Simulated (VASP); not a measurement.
Wanted: the native input for a VASP 6.6.1 run.

| Item | Value |
| --- | --- |
| Task | single point |
| Functional | PBEsol |
| Potentials or basis | VASP PAW PBE potentials, release 64 (Mg, S) |
| Cutoff | 520 eV |
| k mesh | 8 × 8 × 8 |
| Occupations | gaussian, width 0.02 eV |
| Spin | no spin polarisation |
| Dipole correction | no |
| Further INCAR settings | ALGO = Normal; EDIFF = 1e-06; NBANDS = 11 |

The structure of MgS (Niningerite) lies in POSCAR:

```
MgS
1.0
    0.0000000000      2.5909905692      2.5909905692
    2.5909905692      0.0000000000      2.5909905692
    2.5909905692      2.5909905692      0.0000000000
Mg S
1 1
Direct
    0.0000000000      0.0000000000      0.0000000000
    0.5000000000      0.5000000000      0.5000000000
```

These files were run (other wordings do the same):

INCAR

```
SYSTEM = MgS
PREC = Accurate ; ENCUT = 520
EDIFF = 1E-6 ; ISMEAR = 0
SIGMA = 0.02 ; LREAL = .False.
LASPH = .True. ; NELM = 100
ALGO = Normal ; ISIF = 2
LWAVE = .False. ; LCHARG = .False.
GGA = PS ; NBANDS = 11
```

KPOINTS

```
regular mesh
0
Gamma
  8 8 8
  0 0 0
```

Potentials or basis: VASP PAW PBE potentials, release 64 (Mg, S).

Run with:

```console
$ cat potpaw_PBE.64/Mg/POTCAR potpaw_PBE.64/S/POTCAR > POTCAR
$ mpirun -np 1 vasp_std > vasp.out
```

Results of the run:

```yaml
Pressure: -0.2 GPa
Band_gap_on_the_k_mesh: 2.73 eV, indirect (least direct gap 3.69 eV)
```

Caveat: the PAW data sets were made with another functional, which shifts forces and pressure a little.

Run time: 6.8 s on 1 thread of Intel(R) Xeon(R) 6975P-C (Granite Rapids), on a shared host, peak memory 0.15 GiB.
